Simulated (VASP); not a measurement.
Fe: electric field gradients with r2SCAN

Fe:

```
Fe
1.0
    -1.43412    1.43412    1.43412
     1.43412   -1.43412    1.43412
     1.43412    1.43412   -1.43412
Fe
1
Direct
  0.00000 0.00000 0.00000
```

```json
{"Program": "VASP 6.6.1", "Task": "electric field gradients", "Functional": "r2SCAN", "Potentials or basis": "VASP PAW PBE potentials, release 64 (Fe)", "Cutoff": "520 eV", "k mesh": "22 × 22 × 22", "Occupations": "gaussian, width 0.05 eV", "Spin": "collinear spin, ferromagnetic start", "Starting moments": "[3.1] μB", "Dipole correction": "no", "Further INCAR settings": "ALGO = Normal; EDIFF = 1e-08; NBANDS = 14"}
```

```json
{
  "Pressure": "-0.3 GPa",
  "Net moment": "2.66 μB per cell",
  "Site moments": "Fe +2.73 μB",
  "Valence electrons inside the program's atomic spheres": "Fe 7.19"
}
```

Levels at points of the mesh, in eV from the Fermi level:
Spin up:
| k point | band 2 | band 3 | band 4 | band 5 | band 6 | band 7 | band 8 | band 9 |
| --- | --- | --- | --- | --- | --- | --- | --- | --- |
| (0.00, 0.00, 0.00) | -3.08 | -3.08 | -3.08 | -1.88 | -1.88 | 25.61 | 25.61 | 25.61 |
| (0.50, 0.00, 0.00) | -4.07 | -1.84 | -1.72 | -0.56 | 0.56 | 6.85 | 18.77 | 20.18 |
| (0.50, 0.50, 0.50) | -5.30 | -0.81 | -0.81 | -0.81 | 9.93 | 9.93 | 9.93 | 15.48 |
Spin down:
```csv
k point,band 1,band 2,band 3,band 4,band 5,band 6,band 7,band 8
"(0.00, 0.00, 0.00)",-9.11,0.37,0.37,0.37,2.56,2.56,25.25,25.25
"(0.50, 0.00, 0.00)",-3.49,-1.04,-0.01,2.39,2.85,3.41,9.15,18.71
"(0.50, 0.50, 0.50)",-2.66,-2.66,3.10,3.10,3.10,10.28,10.28,10.28
```

Run time: 5 min on 1 thread of Intel(R) Xeon(R) Platinum 8375C CPU @ 2.90GHz (Ice Lake), on a shared host, peak memory 0.19 GiB.

Caveat: without QUAD_EFG the Cq values of the log hold for a quadrupole moment of 1 mb, not for the nuclei; the PAW data sets were made with another functional, which shifts forces and pressure a little.
